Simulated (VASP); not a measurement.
Here is a VASP 6.6.1 calculation.

The input INCAR:

```
PREC = Accurate
ENCUT = 520
EDIFF = 1E-6
ISMEAR = -1
SIGMA = 0.08
LREAL = F
LASPH = T
NELM = 100
ALGO = Normal
ISIF = 2
LWAVE = F
LCHARG = F
GGA = PS
NBANDS = 10
```

File KPOINTS:

```
Automatic mesh
0
Gamma
  10 10 10
```

File POSCAR:

```
K
1.0
   -2.5656400000      2.6180000000      2.6180000000
    2.6180000000     -2.5656400000      2.6180000000
    2.6180000000      2.6180000000     -2.5656400000
K
1
Direct
    0.0000000000      0.0000000000      0.0000000000
```

Potentials or basis: VASP PAW PBE potentials, release 64 (K_sv).

The run is started by

```console
$ cat potpaw_PBE.64/K_sv/POTCAR > POTCAR
$ mpirun -np 1 vasp_std > vasp.out
```

(1) What does it give for the pressure?

(2) What does it give for the band gap on the k mesh?

Answers

(1) 0.0 GPa.

(2) zero (an odd number of electrons rules out a gap without spin polarisation).

Caveat: the cell differs from its parent crystal (equal xy, yz and zx shear strains of +2 %); the PAW data sets were made with another functional, which shifts forces and pressure a little.
